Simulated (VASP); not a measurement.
BaTiO3:

```
Ba Ti O
1.0
     2.82737    1.63238    2.31839
    -2.82737    1.63238    2.31839
     0.00000   -3.26476    2.31839
Ba Ti O
1 1 3
Direct
  0.00000 0.00000 0.00000
  0.48450 0.48450 0.48450
  0.50860 0.01750 0.50860
  0.01750 0.50860 0.50860
  0.50860 0.50860 0.01750
```

| Item | Value |
| --- | --- |
| Program | VASP 6.6.1 |
| Task | relaxation of cell and atoms |
| Functional | PBE |
| Potentials or basis | VASP PAW PBE potentials, release 64 (Ba_sv, Ti_sv, O) |
| Cutoff | 600 eV |
| k mesh | 7 × 7 × 7 |
| Occupations | fermi-dirac, width 0.05 eV |
| Spin | no spin polarisation |
| Hubbard terms | Ti d U = 8.0 eV |

At the start: pressure 13.9 GPa; volume 12.84 Å³/atom.

Where does the relaxation end?

Over 12 steps the energy falls by 69.3 meV/atom and the volume is 13.59 Å³/atom (+5.8 %); space group R3m (No. 160, to 0.1 Å) before, Pm-3m (No. 221, to 0.1 Å).

The path:
```csv
step,energy change (eV),largest force (eV/Å),pressure (GPa),volume (Å³)
1,0.0000,2.3508,13.94,64.20
2,-0.0155,0.3176,-12.64,75.15
3,-0.3038,0.5931,-1.85,69.14
4,-0.3041,0.6172,-1.55,69.02
5,-0.3040,0.6369,-1.30,68.92
6,-0.3279,0.4124,0.03,68.08
7,-0.3355,0.1745,1.63,67.27
8,-0.3428,0.1734,-0.44,68.11
9,-0.3431,0.1691,-0.14,67.97
10,-0.3449,0.1179,-0.08,67.94
11,-0.3463,0.0311,0.05,67.88
12,-0.3465,0.0050,-0.06,67.93
```

Final structure:
```cif
data_structure
_symmetry_space_group_name_H-M 'P 1'
_symmetry_Int_Tables_number 1
_cell_length_a 4.0802
_cell_length_b 4.0802
_cell_length_c 4.0802
_cell_angle_alpha 89.998
_cell_angle_beta 89.998
_cell_angle_gamma 89.998
_cell_volume 67.93
loop_
_atom_site_label
_atom_site_type_symbol
_atom_site_fract_x
_atom_site_fract_y
_atom_site_fract_z
_atom_site_occupancy
Ba1 Ba 0.00384 0.00384 0.00384 1
Ti1 Ti 0.50383 0.50383 0.50383 1
O1 O 0.50381 0.00391 0.50381 1
O2 O 0.00391 0.50381 0.50381 1
O3 O 0.50381 0.50381 0.00391 1
```
